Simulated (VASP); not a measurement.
# HfO2 in VASP: notebook, part 2 of 2

VASP 6.6.1. Earlier steps stand in the parts before.

## 3. Single point, PBE+D4+U, collinear spin, zero start (the cell strained at random)

File INCAR:

```
SYSTEM = HfO2
PREC     = Accurate       ! precision mode
ENCUT    = 520            ! plane-wave cutoff, eV
EDIFF    = 1E-6           ! SCF threshold, eV
ISMEAR   = -1             ! smearing method
SIGMA    = 0.1            ! smearing width, eV
LREAL    = .FALSE.        ! projectors in reciprocal space
LASPH    = .TRUE.         ! aspherical terms in the spheres
NELM     = 150            ! most SCF steps
ALGO     = Normal         ! electronic algorithm
ISIF     = 2              ! what is computed and relaxed
LWAVE    = .FALSE.        ! write WAVECAR
LCHARG   = .TRUE.         ! write CHGCAR
ISPIN    = 2              ! spin polarisation
MAGMOM   = 0 0 0          ! initial moments
LORBIT   = 11             ! projections on sites
LMAXMIX  = 4              ! l up to which the mixer works
LDAU     = .TRUE.         ! DFT+U
LDAUTYPE = 2            
LDAUL    = 2 -1           ! shell
LDAUU    = 3.5 0          ! U, eV
LDAUJ    = 0 0          
LDAUPRINT= 1            
GGA      = PE             ! functional
IVDW     = 13             ! dispersion correction
LELF     = .TRUE.         ! ELF
LVHAR    = .TRUE.       
NBANDS   = 22             ! bands
```

File KPOINTS:

```
Automatic mesh
0
G
  7 7 7
  0 0 0
```

File POSCAR:

```
HfO2
1.0
    0.0449250000      2.5608900000      2.5949780000
    2.5960040000      0.0499640000      2.5899380000
    2.5953180000      2.5551650000      0.0506490000
Hf O
1 2
Direct
    0.0000000000      0.0000000000      0.0000000000
    0.7506683498      0.7513434950      0.7513614309
    0.2493316502      0.2486565050      0.2486385691
```

Potentials or basis: VASP PAW PBE potentials, release 64 (Hf_pv, O).

Launch:

```console
$ cat potpaw_PBE.64/Hf_pv/POTCAR potpaw_PBE.64/O/POTCAR > POTCAR
$ mpirun -np 1 vasp_std > vasp.out
```

OUTCAR:

```text
SYSTEM = HfO2
   PREC = Accurate
   ENCUT = 520
   EDIFF = 1E-6
   ISMEAR = -1
   LREAL = .FALSE.
   LASPH = .TRUE.
   NELM = 150
   ISIF = 2
   ISPIN = 2
   LORBIT = 11
   GGA = PE
   IVDW = 13

 ion  position               nearest neighbor table
   1  0.000  0.000  0.000-   2 2.20   3 2.20   2 2.20   3 2.20   2 2.21   3 2.21   3 2.25   2 2.25

   2  0.751  0.751  0.751-   1 2.20   1 2.20   1 2.21   1 2.25
   3  0.249  0.249  0.249-   1 2.20   1 2.20   1 2.21   1 2.25

  LATTYP: Found a triclinic cell.
 ALAT       =     6.1721513826
 B/A-ratio  =     0.5779305093
 C/A-ratio  =     0.8338728117
 COS(alpha) =     0.0004639295
 COS(beta)  =     0.4100534943
 COS(gamma) =     0.8631402110

  Lattice vectors:

 A1 = (  -2.5517650000,   5.0161270000,  -2.5342490000)
 A2 = (  -0.0006860000,   2.5052010000,  -2.5392890000)
 A3 = (  -5.1463970000,  -0.0442390000,  -0.0456090000)

Analysis of symmetry for initial positions (statically):
=====================================================================
 Subroutine PRICEL returns:
 Original cell was already a primitive cell.

 Routine SETGRP: Setting up the symmetry group for a
 triclinic supercell.

 Subroutine GETGRP returns: Found  2 space group operations
 (whereof  2 operations were pure point group operations)
 out of a pool of  2 trial point group operations.

The static configuration has the point symmetry S_2 .

Analysis of symmetry for dynamics (positions and initial velocities):
=====================================================================
 Subroutine PRICEL returns:
 Original cell was already a primitive cell.

 Routine SETGRP: Setting up the symmetry group for a
 triclinic supercell.

 Subroutine GETGRP returns: Found  2 space group operations
 (whereof  2 operations were pure point group operations)
 out of a pool of  2 trial point group operations.

The dynamic configuration has the point symmetry S_2 .

Analysis of structural, dynamic, and magnetic symmetry:
=====================================================================
 Subroutine PRICEL returns:
 Original cell was already a primitive cell.

 Routine SETGRP: Setting up the symmetry group for a
 triclinic supercell.

 Subroutine GETGRP returns: Found  2 space group operations
 (whereof  2 operations were pure point group operations)
 out of a pool of  2 trial point group operations.

The overall configuration has the point symmetry S_2 .

 Subroutine INISYM returns: Found  2 space group operations
 (whereof  2 operations are pure point group operations),
 and found     1 'primitive' translations

----------------------------------------------------------------------------------------

                                     Primitive cell

  volume of cell :      33.4562

  direct lattice vectors                    reciprocal lattice vectors
     0.044925000  2.560890000  2.594978000    -0.197726710  0.196980643  0.194389746
[... 125 lines left out ...]
  volume of cell :       33.46
 maximum number of plane-waves:       918
   NGX = 13   NGY = 13   NGZ = 13

 number of electron      21.9999994 magnetization       0.0000000

atom =   1  type =  1  l = 2

 onsite density matrix

spin component  1

  0.1697 -0.0050 -0.0014 -0.0060 -0.0001
 -0.0050  0.1695  0.0008 -0.0048 -0.0015
 -0.0014  0.0008  0.0533  0.0007 -0.0002
 -0.0060 -0.0048  0.0007  0.1708  0.0012
 -0.0001 -0.0015 -0.0002  0.0012  0.0531

spin component  2

  0.1697 -0.0050 -0.0014 -0.0060 -0.0001
 -0.0050  0.1695  0.0008 -0.0048 -0.0015
 -0.0014  0.0008  0.0533  0.0007 -0.0002
 -0.0060 -0.0048  0.0007  0.1708  0.0012
 -0.0001 -0.0015 -0.0002  0.0012  0.0531

 occupancies and eigenvectors

  o =  0.0529  v = -0.0074 -0.0061 -0.6092  0.0108 -0.7929  0.0000  0.0000  0.0000  0.0000  0.0000      0.0000  0.0000  0.0000  0.0000  0.0000  0.0000  0.0000  0.0000  0.0000  0.0000
  o =  0.0529  v =  0.0000  0.0000  0.0000  0.0000  0.0000 -0.0074 -0.0061 -0.6096  0.0108 -0.7926      0.0000  0.0000  0.0000  0.0000  0.0000  0.0000  0.0000  0.0000  0.0000  0.0000
  o =  0.0534  v = -0.0087  0.0131 -0.7929 -0.0013  0.6092  0.0000  0.0000  0.0000  0.0000  0.0000      0.0000  0.0000  0.0000  0.0000  0.0000  0.0000  0.0000  0.0000  0.0000  0.0000
  o =  0.0534  v =  0.0000  0.0000  0.0000  0.0000  0.0000 -0.0086  0.0131 -0.7926 -0.0014  0.6095      0.0000  0.0000  0.0000  0.0000  0.0000  0.0000  0.0000  0.0000  0.0000  0.0000
  o =  0.1595  v =  0.6040  0.5689 -0.0000  0.5582 -0.0024  0.0000  0.0000  0.0000  0.0000  0.0000      0.0000  0.0000  0.0000  0.0000  0.0000  0.0000  0.0000  0.0000  0.0000  0.0000
  o =  0.1595  v =  0.0000  0.0000  0.0000  0.0000  0.0000  0.6040  0.5689 -0.0000  0.5582 -0.0024      0.0000  0.0000  0.0000  0.0000  0.0000  0.0000  0.0000  0.0000  0.0000  0.0000
  o =  0.1743  v = -0.4579  0.8208  0.0088 -0.3411 -0.0135  0.0000  0.0000  0.0000  0.0000  0.0000      0.0000  0.0000  0.0000  0.0000  0.0000  0.0000  0.0000  0.0000  0.0000  0.0000
  o =  0.1743  v =  0.0000  0.0000  0.0000  0.0000  0.0000 -0.4580  0.8208  0.0088 -0.3410 -0.0134      0.0000  0.0000  0.0000  0.0000  0.0000  0.0000  0.0000  0.0000  0.0000  0.0000
  o =  0.1762  v = -0.6522 -0.0496  0.0112  0.7563  0.0081  0.0000  0.0000  0.0000  0.0000  0.0000      0.0000  0.0000  0.0000  0.0000  0.0000  0.0000  0.0000  0.0000  0.0000  0.0000
  o =  0.1762  v =  0.0000  0.0000  0.0000  0.0000  0.0000 -0.6522 -0.0497  0.0112  0.7563  0.0081      0.0000  0.0000  0.0000  0.0000  0.0000  0.0000  0.0000  0.0000  0.0000  0.0000

 number of electron      21.9999994 magnetization      -0.0000000

 Free energy of the ion-electron system (eV)
  ---------------------------------------------------
  ext. energy  EPLUGINS =         0.00000000
  ---------------------------------------------------
  free energy    TOTEN  =       -28.30612982 eV

  energy without entropy =      -28.30612982  energy(sigma->0) =      -28.30612982

 E-fermi :   6.4761     XC(G=0): -11.6995

 val. band max:        4.3143508426   @ k =  -0.4286  -0.0000   0.4286
 cond. band min:       8.5593162567   @ k =   0.4286   0.0000   0.4286
 fundamental gap:      4.2449654141
 Fermi energy:         6.4761119176

 spin component 1

 k-point     1 :       0.0000    0.0000    0.0000
  band No.  band energies     occupation
      1     -26.1173      1.00000
      2     -26.1004      1.00000
      3     -26.0944      1.00000
      4     -14.3216      1.00000
      5     -11.3659      1.00000
      6      -0.7670      1.00000
[... 1193 lines left out ...]
     21      22.5049      0.00000
     22      23.5646      0.00000

 [... further k-points ...]

------------------------ aborting loop because EDIFF is reached ----------------------------------------

  DFT-D4 for vdW energy calculation

  Edisp (eV):   -0.56714

  FORCE on cell =-STRESS in cart. coord.  units (eV):
  Direction    XX          YY          ZZ          XY          YZ          ZX
  --------------------------------------------------------------------------------------
  -------------------------------------------------------------------------------------
  Total      -0.52695     0.94919    -0.30234    -0.26243    -0.33501    -0.27209
  in kB     -25.23490    45.45549   -14.47871   -12.56752   -16.04331   -13.03029
  external pressure =        1.91 kB  Pullay stress =        0.00 kB

 VOLUME and BASIS-vectors are now :
 -----------------------------------------------------------------------------
  energy-cutoff  :      520.00
  volume of cell :       33.46
      direct lattice vectors                 reciprocal lattice vectors
     0.044925000  2.560890000  2.594978000    -0.197726710  0.196980643  0.194389746
     2.596004000  0.049964000  2.589938000     0.194310369 -0.201233664  0.195226273
     2.595318000  2.555165000  0.050649000     0.194370161  0.197877116 -0.198642766

 POSITION                                       TOTAL-FORCE (eV/Angst)
 -----------------------------------------------------------------------------------
      0.00000      0.00000      0.00000         0.000000     -0.000000      0.000000
      3.93424      3.87977      3.93196         0.010475      0.008953      0.008248
      1.30201      1.28625      1.30361        -0.010475     -0.008953     -0.008248
 -----------------------------------------------------------------------------------
    total drift:                                0.000000      0.000000      0.000000

  FREE ENERGIE OF THE ION-ELECTRON SYSTEM (eV)
  ---------------------------------------------------
  free  energy   TOTEN  =       -28.8732672613 eV

  energy  without entropy=      -28.8732672612  energy(sigma->0) =      -28.87326726

 total charge

# of ion       s       p       d       tot
------------------------------------------
    1        0.297   6.569   1.198   8.064
    2        1.560   3.563   0.000   5.123
    3        1.560   3.563   0.000   5.123
--------------------------------------------------
tot          3.416  13.695   1.198  18.309

 magnetization (x)

# of ion       s       p       d       tot
------------------------------------------
    1        0.000   0.000  -0.000  -0.000
    2       -0.000   0.000   0.000   0.000
    3       -0.000   0.000   0.000   0.000
--------------------------------------------------
tot         -0.000   0.000  -0.000  -0.000
```

Wall time 9.6 min (1 thread of Intel Xeon 8259CL, shared host); peak memory 0.31 GiB.

What came out:

| Property | Result |
| --- | --- |
| Free energy | -28.8733 eV |
| Pressure | 0.2 GPa |
| Largest force | 0.016 eV/Å |
| Band gap on the k mesh | 4.24 eV, indirect (least direct gap 4.40 eV) |
| Net moment | 0.00 μB per cell |
| Valence electrons inside the program's atomic spheres | Hf 8.06; O 5.12 |
| Dispersion energy per atom | -0.189 eV |

Forces in eV/Å, atoms in the order of the input:
```
Hf   0.000  0.000  0.000
O    0.010  0.009  0.008
O   -0.010 -0.009 -0.008
```

Levels at points of the mesh, in eV from the valence-band top:
Spin up:
| k point | band 7 | band 8 | band 9 | band 10 | band 11 | band 12 | band 13 | band 14 | band 15 | band 16 |
| --- | --- | --- | --- | --- | --- | --- | --- | --- | --- | --- |
| (0.00, 0.00, 0.00) | -5.00 | -4.99 | -0.72 | -0.67 | -0.49 | 4.54 | 4.67 | 5.46 | 10.40 | 10.55 |
Spin down:
```csv
k point,band 9,band 10,band 11,band 12,band 13,band 14
"(0.00, 0.00, 0.00)",-0.72,-0.67,-0.49,4.54,4.67,5.46
```

Eigenvalues of the final occupation matrices:
```csv
site,spin,trace,eigenvalues
site 1 d,1,0.62,0.05 0.05 0.16 0.17 0.18
site 1 d,2,0.62,0.05 0.05 0.16 0.17 0.18
```

Caveat: the cell differs from its parent crystal (the cell strained at random); spin-orbit coupling is left out, which moves the levels of the heavy elements. A k mesh can miss the band edges.
